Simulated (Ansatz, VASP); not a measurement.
**Ir in VASP and in Ansatz**

INCAR

```
  PREC = Accurate
  ENCUT = 600
  EDIFF = 1E-7
  ISMEAR = -1
  SIGMA = 0.1
  LREAL = F
  LASPH = T
  NELM = 60
  ALGO = Normal
  ISIF = 3
  LWAVE = F
  LCHARG = F
  GGA = PE
  IBRION = 2
  NSW = 80
  EDIFFG = -0.01
```

The input KPOINTS:

```
regular mesh
0
Gamma
  13 13 4
```

Contents of POSCAR:

```
Ir
1.0
    2.7148619862      0.0000000000      0.0000000000
   -1.3574309931      2.3511394478      0.0000000000
    0.0000000000      0.0000000000      8.8667392469
Ir
4
Direct
    0.0000000000      0.0000000000      0.0000000000
    0.0000000000      0.0000000000      0.5000000000
    0.3333333333      0.6666666667      0.2500000000
    0.6666666667      0.3333333333      0.7500000000
```

Input for Ansatz:

```yaml
crystal:
  lattice:
    - [2.7148619862, 0.0, 0.0]
    - [-1.3574309931, 2.3511394478, 0.0]
    - [0.0, 0.0, 8.8667392469]
  atoms:
    - { symbol: Ir, position: [0.0, 0.0, 0.0] }
    - { symbol: Ir, position: [0.0, 0.0, 0.5] }
    - { symbol: Ir, position: [0.3333333333, 0.6666666667, 0.25] }
    - { symbol: Ir, position: [0.6666666667, 0.3333333333, 0.75] }
hamiltonian:
  xc: pbe
  pseudopotentials:
    kind: paw
    azcp:
      Ir: "pseudopotentials/Ir.paw.azcp"
basis:
  ecutwfc: 420
  fft_grid_basis: typed
kpoints:
  mp_grid: { grid: [13, 13, 4], shift: [0, 0, 0] }
magnetization:
  spin_polarized: false
scf:
  occupations: { method: fermi_dirac, width: 0.1 }
relax:
  max_steps: 60
  f_tol: 0.01
  cell: {}
```

Alike in both runs: task relaxation of cell and atoms; functional PBE; k mesh 13 × 13 × 4; occupations fermi-dirac, width 0.1 eV; no spin polarisation.

|  | VASP | Ansatz |
| --- | --- | --- |
| version | VASP 6.6.1 | Ansatz 0.2.0 |
| potentials or method | VASP PAW PBE potentials, release 64 (Ir), cutoff 600 eV | plane waves (420 eV) with PAW, scalar-relativistic |
| valence electrons in the cell | 36 | 68 |

Ansatz gave:

- relaxed volume (Å³/atom): 14.54
- relaxed cell length with the largest relative difference (Å): 2.739

Question: What did VASP give for the same quantities?

Answer: Relaxed volume (Å³/atom): 14.56; relaxed cell length with the largest relative difference (Å): 2.741.

VASP's potentials hold 36 valence electrons a cell and Ansatz's 68, so a difference there can come from the potentials and not from the codes.

Spin-orbit coupling is off throughout. Noted on VASP's run: too few bands were computed for a metal, which touches its energy and stress.
